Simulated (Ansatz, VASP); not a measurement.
## I in VASP and in Ansatz

```xyz
1
Lattice="0.0000 2.3336 3.8570 2.1626 0.0000 3.8570 2.1626 2.3336 0.0000" Properties=species:S:1:pos:R:3 pbc="T T T"
I     0.0000    0.0000    0.0000
```

Alike in both runs: task single point; functional r2SCAN50; k mesh 5 × 5 × 5; occupations fermi-dirac, width 0.05 eV; no spin polarisation.

|  | VASP | Ansatz |
| --- | --- | --- |
| version | VASP 6.6.1 | Ansatz 0.2.0 |
| potentials or method | VASP PAW PBE potentials, release 64 (I) | Ansatz PAW |
| plane-wave cutoff (eV) | 520 | 500 |
| valence electrons in the cell | 7 | 17 |

```csv
,VASP,Ansatz,Ansatz less VASP
gap on the k mesh at the Fermi level (eV),none,none,-
pressure (GPa),-1.6,-1.2,+0.42
"traceless stress, the component that is largest in VASP (GPa)",1.53,1.24,-0.286
```

VASP's potentials were made for PBE, not for r2SCAN50. A gap of «none» marks a metal or a gap that the smearing closes. VASP's potentials hold 7 valence electrons a cell and Ansatz's 17, so a difference there can come from the potentials and not from the codes.

The k mesh is coarse, so the values compare programs but aren't converged. Neither program's run includes spin-orbit coupling.
